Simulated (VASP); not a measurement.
# CdSnO2 (P-3m1) in VASP: a series of runs

The runs below take CdSnO2 through single point, relaxation of cell and atoms, with PBE.

All numbers are computed with VASP 6.6.1; they aren't measurements. Logs are shortened: lines on timing, memory, paths and dates and some standing lists are left out, and cuts for length are marked.

**1. The cell of the first run**

Symmetry: P-3m1, No. 164, trigonal system. Conventional cell: a = 2.931 Å, b = 2.931 Å, c = 4.826 Å, α = 90.00°, β = 90.00°, γ = 120.00°. Cd (site symmetry -3m) has 6 O at 2.13 Å and 2 Sn at 2.41 Å within 2.8 Å. Sn (site symmetry -3m) has 6 O at 2.03 Å and 2 Cd at 2.41 Å within 2.7 Å. Within 2.7 Å of O (site symmetry 3m) lie 3 Sn at 2.03 Å and 3 Cd at 2.13 Å.

**2. Single point, PBE**

INCAR reads:

```
  PREC = Accurate
  ENCUT = 520
  EDIFF = 1E-6
  ISMEAR = 0
  SIGMA = 0.1
  LREAL = False
  LASPH = True
  NELM = 80
  ALGO = Normal
  ISIF = 2
  LWAVE = False
  LCHARG = False
  GGA = PE
  NBANDS = 27
```

KPOINTS reads:

```
regular mesh
0
Gamma
  6 6 4
```

POSCAR reads:

```
CdSnO2
1.0
    2.9313427200      0.0000000000      0.0000000000
   -1.4656713600      2.5386172600      0.0000000000
    0.0000000000      0.0000000000      4.8258868600
Cd Sn O
1 1 2
Direct
    0.0000000000      0.0000000000      0.5000000000
    0.0000000000      0.0000000000      0.0000000000
    0.3333333300      0.6666666700      0.7672729800
    0.6666666700      0.3333333300      0.2327270200
```

Potentials or basis: VASP PAW PBE potentials, release 64 (Cd, Sn_d, O).

Launch:

```console
> cat potpaw_PBE.64/Cd/POTCAR potpaw_PBE.64/Sn_d/POTCAR potpaw_PBE.64/O/POTCAR > POTCAR
> mpirun -np 1 vasp_std > vasp.out
```

OUTCAR:

```text
PREC = Accurate
   ENCUT = 520
   EDIFF = 1E-6
   ISMEAR = 0
   LREAL = False
   LASPH = True
   NELM = 80
   ISIF = 2
   GGA = PE

 ion  position               nearest neighbor table
   1  0.000  0.000  0.500-   3 2.13   4 2.13   3 2.13   4 2.13   4 2.13   3 2.13   2 2.41   2 2.41

   2  0.000  0.000  0.000-   3 2.03   4 2.03   3 2.03   4 2.03   4 2.03   3 2.03   1 2.41   1 2.41

   3  0.333  0.667  0.767-   2 2.03   2 2.03   2 2.03   1 2.13   1 2.13   1 2.13
   4  0.667  0.333  0.233-   2 2.03   2 2.03   2 2.03   1 2.13   1 2.13   1 2.13

  LATTYP: Found a hexagonal cell.
 ALAT       =     2.9313427200
 C/A-ratio  =     1.6463059154

  Lattice vectors:

 A1 = (   2.9313427200,   0.0000000000,   0.0000000000)
 A2 = (  -1.4656713600,   2.5386172600,   0.0000000000)
 A3 = (   0.0000000000,   0.0000000000,   4.8258868600)

Analysis of symmetry for initial positions (statically):
=====================================================================
 Subroutine PRICEL returns:
 Original cell was already a primitive cell.

 Routine SETGRP: Setting up the symmetry group for a
 hexagonal supercell.

 Subroutine GETGRP returns: Found 12 space group operations
 (whereof 12 operations were pure point group operations)
 out of a pool of 24 trial point group operations.

The static configuration has the point symmetry D_3d.

Analysis of symmetry for dynamics (positions and initial velocities):
=====================================================================
 Subroutine PRICEL returns:
 Original cell was already a primitive cell.

 Routine SETGRP: Setting up the symmetry group for a
 hexagonal supercell.

 Subroutine GETGRP returns: Found 12 space group operations
 (whereof 12 operations were pure point group operations)
 out of a pool of 24 trial point group operations.

The dynamic configuration has the point symmetry D_3d.

 Subroutine INISYM returns: Found 12 space group operations
 (whereof 12 operations are pure point group operations),
 and found     1 'primitive' translations

----------------------------------------------------------------------------------------

                                     Primitive cell

  volume of cell :      35.9121

  direct lattice vectors                    reciprocal lattice vectors
     2.931342720  0.000000000  0.000000000     0.341140595  0.196957615  0.000000000
    -1.465671360  2.538617260  0.000000000     0.000000000  0.393915229  0.000000000
     0.000000000  0.000000000  4.825886860     0.000000000  0.000000000  0.207215799

  length of vectors
     2.931342720  2.931342718  4.825886860     0.393915229  0.393915229  0.207215799

  position of ions in fractional coordinates (direct lattice)
     0.000000000  0.000000000  0.500000000
     0.000000000  0.000000000  0.000000000
     0.333333330  0.666666670  0.767272980
     0.666666670  0.333333330  0.232727020

  ion indices of the primitive-cell ions
   primitive index   ion index
                 1           1
                 2           2
                 3           3
                 4           4

----------------------------------------------------------------------------------------

 KPOINTS: regular mesh

Automatic generation of k-mesh.
 Grid dimensions read from file:
 generate k-points for:    6    6    4

 Generating k-lattice:

  Cartesian coordinates                     Fractional coordinates (reciprocal lattice)
     0.056856766  0.032826269  0.000000000     0.166666667  0.000000000  0.000000000
     0.000000000  0.065652538  0.000000000     0.000000000  0.166666667  0.000000000
     0.000000000  0.000000000  0.051803950     0.000000000  0.000000000  0.250000000

  Length of vectors
     0.065652538  0.065652538  0.051803950

  Shift w.r.t. Gamma in fractional coordinates (k-lattice)
     0.000000000  0.000000000  0.000000000

 Subroutine IBZKPT returns following result:
 ===========================================

 Found     24 irreducible k-points:

 Following reciprocal coordinates:
            Coordinates               Weight
  0.000000  0.000000  0.000000      1.000000
  0.166667  0.000000  0.000000      6.000000
  0.333333  0.000000  0.000000      6.000000
  0.500000  0.000000  0.000000      3.000000
  0.166667  0.166667  0.000000      6.000000
  0.333333  0.166667  0.000000     12.000000
[... 16 lines left out ...]
  0.333333  0.166667  0.500000     12.000000
  0.333333  0.333333  0.500000      2.000000
   k-points           NKPTS =     24   k-points in BZ     NKDIM =     24   number of bands    NBANDS=     27
   number of dos      NEDOS =    301   number of ions     NIONS =      4
   total plane-waves  NPLWV =  20736
   dimension x,y,z NGX =    24 NGY =   24 NGZ =   36
   dimension x,y,z NGXF=    48 NGYF=   48 NGZF=   72
   ions per type =               1   1   2
   NGX,Y,Z   is equivalent  to a cutoff of  13.61, 13.61, 12.40 a.u.
   NGXF,Y,Z  is equivalent  to a cutoff of  27.22, 27.22, 24.80 a.u.
 SYSTEM =  unknown system
   PREC   = accura    normal or accurate (medium, high low for compatibility)
   ISTART =      0    job   : 0-new  1-cont  2-samecut
   ICHARG =      2    charge: 1-file 2-atom 10-const
   ISPIN  =      1    spin polarized calculation?
   LNONCOLLINEAR =      F non collinear calculations
   LSORBIT =      F    spin-orbit coupling
   LASPH  =      T    aspherical Exc in radial PAW
   ENCUT  =  520.0 eV  38.22 Ry    6.18 a.u.   5.45  5.45  8.97*2*pi/ulx,y,z
   NELM   =     80;   NELMIN=  2; NELMDL= -5     # of ELM steps
   EDIFF  = 0.1E-05   stopping-criterion for ELM
   LREAL  =      F    real-space projection
   EDIFFG = 0.1E-04   stopping-criterion for IOM
   NSW    =      0    number of steps for IOM
   IBRION =     -1    ionic relax: 0-MD 1-quasi-New 2-CG
   NFREE  =      0    steps in history (QN), initial steepest desc. (CG)
   ISIF   =      2    stress and relaxation
   ISYM   =      2    0-nonsym 1-usesym 2-fastsym
   POTIM  = 0.5000    time-step for ionic-motion
   TEBEG  =    0.0;   TEEND  =   0.0 temperature during run
   PSTRESS=    0.0 pullay stress
   NELECT =      38.0000    total number of electrons
   NUPDOWN=      -1.0000    fix difference up-down
   EMIN   =  10.00;   EMAX   =-10.00  energy-range for DOS
   EFERMI =   0.00;   METHOD = LEGACY
   ISMEAR =     0;   SIGMA  =   0.10  broadening in eV -4-tet -1-fermi 0-gaus
   EFERMI_NEDOS =   21; number of points for ismear=-14 and -15
   IALGO  =     38    algorithm
   IMIX   =      4    mixing-type and parameters
     AMIX     =   0.40;   BMIX     =  1.00
     AMIX_MAG =   1.60;   BMIX_MAG =  1.00
  volume/ion in A,a.u.               =       8.98        60.59
  Fermi-wavevector in a.u.,A,eV,Ry     =   1.668229  3.152496 37.864858  2.782989
  Thomas-Fermi vector in A             =   2.754113
   LORBIT       =      0    0 simple, 1 ext, 2 COOP (PROOUT), +10 PAW based schemes
   GGA     = PE    functional components
   LHFCALC =     F    Hartree Fock is set to
   AEXX    =    0.0000 exact exchange contribution
   IVDW    =     0    specifies the selected vdW correction
   LEPSILON=     F    determine dielectric tensor
   LRPA    =     F    only Hartree local field effects (RPA)
 non-spin polarized calculation
 Gauss-broadening in eV      SIGMA  =   0.10
  energy-cutoff  :      520.00
  volume of cell :       35.91
 maximum number of plane-waves:       996
 NGX is ok and might be reduce to    24
   NGX = 11   NGY = 11   NGZ = 17

 number of electron      38.0000001 magnetization

 Free energy of the ion-electron system (eV)
  ---------------------------------------------------
  ext. energy  EPLUGINS =         0.00000000
  ---------------------------------------------------
  free energy    TOTEN  =        -6.99826920 eV

  energy without entropy =       -6.98531962  energy(sigma->0) =       -6.99179441

 E-fermi :  15.2277     XC(G=0): -14.0965

 val. band max:       15.2093613315   @ k =  -0.1667   0.5000   0.2500
 cond. band min:      15.2491481448   @ k =   0.1667   0.0000   0.0000
 fundamental gap:      0.0397868133
 Fermi energy:        15.2277077910

 k-point     1 :       0.0000    0.0000    0.0000
  band No.  band energies     occupation
      1     -11.2075      2.00000
      2      -9.9853      2.00000
      3      -9.7494      2.00000
      4      -9.7494      2.00000
      5      -9.3791      2.00000
      6      -9.3791      2.00000
[... 19 lines left out ...]
     26      28.0065      0.00000
     27      28.8022      0.00000

 k-point     2 :       0.1667    0.0000    0.0000
  band No.  band energies     occupation
      1     -10.8829      2.00000
      2     -10.4655      2.00000
      3      -9.9092      2.00000
      4      -9.6389      2.00000
      5      -9.5402      2.00000
      6      -9.3801      2.00000
[... 19 lines left out ...]
     26      26.9926      0.00000
     27      28.2850      0.00000

 k-point     3 :       0.3333    0.0000    0.0000
  band No.  band energies     occupation
      1     -11.4396      2.00000
      2      -9.8486      2.00000
      3      -9.7124      2.00000
      4      -9.5774      2.00000
      5      -9.5169      2.00000
      6      -9.2081      2.00000
[... 19 lines left out ...]
     26      25.9805      0.00000
     27      28.3149      0.00000

 k-point     4 :       0.5000    0.0000    0.0000
  band No.  band energies     occupation
      1     -11.7216      2.00000
      2      -9.8506      2.00000
      3      -9.5981      2.00000
      4      -9.5646      2.00000
      5      -9.0625      2.00000
      6      -8.9704      2.00000
[... 19 lines left out ...]
     26      26.3365      0.00000
     27      28.2067      0.00000
[... 516 lines left out ...]
      4      -9.5983      2.00000
      5      -9.3370      2.00000
      6      -9.0436      2.00000
[... 19 lines left out ...]
     26      25.1581      0.00000
     27      28.4079      0.00000

 k-point    23 :       0.3333    0.1667    0.5000
  band No.  band energies     occupation
      1     -11.4282      2.00000
      2     -10.3772      2.00000
      3      -9.6895      2.00000
      4      -9.4856      2.00000
      5      -9.2856      2.00000
      6      -8.2258      2.00000
[... 19 lines left out ...]
     26      24.7872      0.00000
     27      27.2726      0.00000

 k-point    24 :       0.3333    0.3333    0.5000
  band No.  band energies     occupation
      1     -11.0526      2.00000
      2     -11.0526      2.00000
      3      -9.4908      2.00000
      4      -9.4627      2.00000
      5      -9.4627      2.00000
      6      -6.9851      2.00000
[... 19 lines left out ...]
     26      24.7839      0.00000
     27      29.0480      0.00000

------------------------ aborting loop because EDIFF is reached ----------------------------------------

  FORCE on cell =-STRESS in cart. coord.  units (eV):
  Direction    XX          YY          ZZ          XY          YZ          ZX
  --------------------------------------------------------------------------------------
  -------------------------------------------------------------------------------------
  Total       40.8951600     40.8951599     53.6807988      0.0000000      0.0000000      0.0000000
  in kB     1824.4901876   1824.4901837   2394.9066520      0.0000000      0.0000000      0.0000000
  external PRESSURE =    2014.6290078 kB  Pullay stress =       0.0000000 kB

 VOLUME and BASIS-vectors are now :
 -----------------------------------------------------------------------------
  energy-cutoff  :      520.00
  volume of cell :       35.91
      direct lattice vectors                 reciprocal lattice vectors
     2.931342720  0.000000000  0.000000000     0.341140595  0.196957615  0.000000000
    -1.465671360  2.538617260  0.000000000     0.000000000  0.393915229  0.000000000
     0.000000000  0.000000000  4.825886860     0.000000000  0.000000000  0.207215799

 POSITION                                       TOTAL-FORCE (eV/Angst)
 -----------------------------------------------------------------------------------
      0.00000      0.00000      2.41294         0.000000      0.000000      0.000000
      0.00000      0.00000      0.00000         0.000000      0.000000      0.000000
     -0.00000      1.69241      3.70277         0.000000      0.000000     -0.787851
      1.46567      0.84621      1.12311        -0.000000     -0.000000      0.787851
 -----------------------------------------------------------------------------------
    total drift:                                0.000000     -0.000000      0.000000

  FREE ENERGIE OF THE ION-ELECTRON SYSTEM (eV)
  ---------------------------------------------------
  free  energy   TOTEN  =        -6.9982691997 eV

  energy  without entropy=       -6.9853196160  energy(sigma->0) =       -6.99179441
```

It took 35 s on 1 thread of Oxide Virtual Turin-like, shared host; peak memory 0.13 GiB.

Results:

* Free energy: -6.9983 eV
* Pressure: 201.5 GPa
* Largest force: 0.788 eV/Å
* Band gap on the k mesh: zero (bands 19 and 20 overlap by 2.70 eV)

Forces on the atoms (eV/Å):
```
Cd   0.000  0.000  0.000
Sn   0.000  0.000  0.000
O    0.000  0.000 -0.788
O    0.000  0.000  0.788
```

Caveat: the k points lie up to 0.41 Å⁻¹ apart, too coarse for converged energies and pressures of a metal; spin-orbit coupling is left out, which moves the levels of the heavy elements.

(Continued in part 2 of 3.)

The gap in the log of VASP goes by the Fermi energy; the results here count the filled bands.